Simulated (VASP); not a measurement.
Input of a VASP 6.6.1 run:

INCAR

```
SYSTEM = BaTe
  ALGO = Normal
  EDIFF = 1E-7
  ENCUT = 520
  GGA = PE
  ISIF = 2
  ISMEAR = 0
  LASPH = .True.
  LCHARG = .False.
  LREAL = .False.
  LWAVE = .False.
  NBANDS = 15
  NELM = 100
  PREC = Accurate
  SIGMA = 0.01
```

KPOINTS

```
k-points
0
Gamma
  4 4 4
  0 0 0
```

The input POSCAR:

```
BaTe
1.0
    0.0000000000      3.6383584479      3.6383584479
    3.6383584479      0.0000000000      3.6383584479
    3.6383584479      3.6383584479      0.0000000000
Ba Te
1 1
Direct
    0.0000000000      0.0000000000      0.0000000000
    0.5000000000      0.5000000000      0.5000000000
```

Potentials or basis: VASP PAW PBE potentials, release 64 (Ba_sv, Te).

Run with:

```bash
$ cat potpaw_PBE.64/Ba_sv/POTCAR potpaw_PBE.64/Te/POTCAR > POTCAR
$ mpirun -np 1 vasp_std > vasp.out
```

Problem. What does it give for the pressure?

Solution. -1.8 GPa.

Problem. Estimate the band gap on the k mesh.

Solution. 1.73 eV (least direct gap 2.11 eV).

Caveat: the cell differs from its parent crystal (strain +3.0%); spin-orbit coupling is left out, which moves the levels of the heavy elements. A k mesh can miss the band edges.
